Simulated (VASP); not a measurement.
# C: single point with PBEsol

C:

```
C
1.0
     0.00000    1.77690    1.77690
     1.77690    0.00000    1.77690
     1.77690    1.77690    0.00000
C
2
Direct
  0.50000 0.50000 0.50000
  0.75000 0.75000 0.75000
```

```
Program             : VASP 6.6.1
Task                : single point
Functional          : PBEsol
Potentials or basis : VASP PAW PBE potentials, release 64 (C)
Cutoff              : 520 eV
k mesh              : 12 × 12 × 12
Occupations         : gaussian, width 0.05 eV
Spin                : no spin polarisation
```

```
Pressure               : 1.1 GPa
Band gap on the k mesh : 4.06 eV, indirect (least direct gap 5.57 eV)
```

Levels at points of the mesh, in eV from the valence-band top:
| k point | band 1 | band 2 | band 3 | band 4 | band 5 | band 6 | band 7 | band 8 | band 9 |
| --- | --- | --- | --- | --- | --- | --- | --- | --- | --- |
| (0.00, 0.00, 0.00) | -21.67 | 0.00 | 0.00 | 0.00 | 5.57 | 5.57 | 5.57 | 13.62 | 19.10 |
| (0.50, 0.00, 0.00) | -15.77 | -13.59 | -2.84 | -2.84 | 8.43 | 8.43 | 8.99 | 15.59 | 21.81 |
| (0.50, 0.50, 0.00) | -12.85 | -12.85 | -6.40 | -6.40 | 4.62 | 4.62 | 16.95 | 16.95 | 23.29 |

Wall time 14 s on 1 thread of Intel Xeon 8259CL, on a shared host, peak memory 0.12 GiB.

Caveat: the PAW data sets were made with another functional, which shifts forces and pressure a little. A k mesh can miss the band edges.
